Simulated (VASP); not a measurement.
SiF:

```
Si F
1.0
     3.02860    0.00000    0.00000
     0.00000    3.02860    0.00000
     0.00000    0.00000    3.02860
Si F
1 1
Direct
  0.50000 0.50000 0.50000
  0.00000 0.00000 0.00000
```

Program: VASP 6.6.1. Alike in all runs: task single point; potentials or basis VASP PAW PBE potentials, release 64 (Si, F); no spin polarisation; cell as given.

Task: Order these runs on this cell by their pressure, lowest first.
A. level PBEsol+D3(BJ); k mesh 9 × 9 × 9; cutoff (eV) 520; smearing fermi-dirac 0.05 eV
B. level PBE; k mesh 7 × 7 × 7; cutoff (eV) 600; smearing fermi-dirac 0.05 eV
C. level HSE06; k mesh 5 × 5 × 5; cutoff (eV) 520; smearing gaussian 0.05 eV; grid for exact exchange (PRECFOCK) Normal; screening parameter 0.2079 1/Å

Result: A (-5.3 GPa), C (-2.0 GPa), B (-0.4 GPa).

Caveats: some runs use coarse meshes; an odd number of electrons without spin polarisation forces a metal; a magnetic or distorted state may lie lower; the PAW data sets were made with another functional, which shifts forces and pressure a little (some runs); three body term missing (some runs); pairwise dispersion overbinds metals, which lowers pressure and volume (some runs).
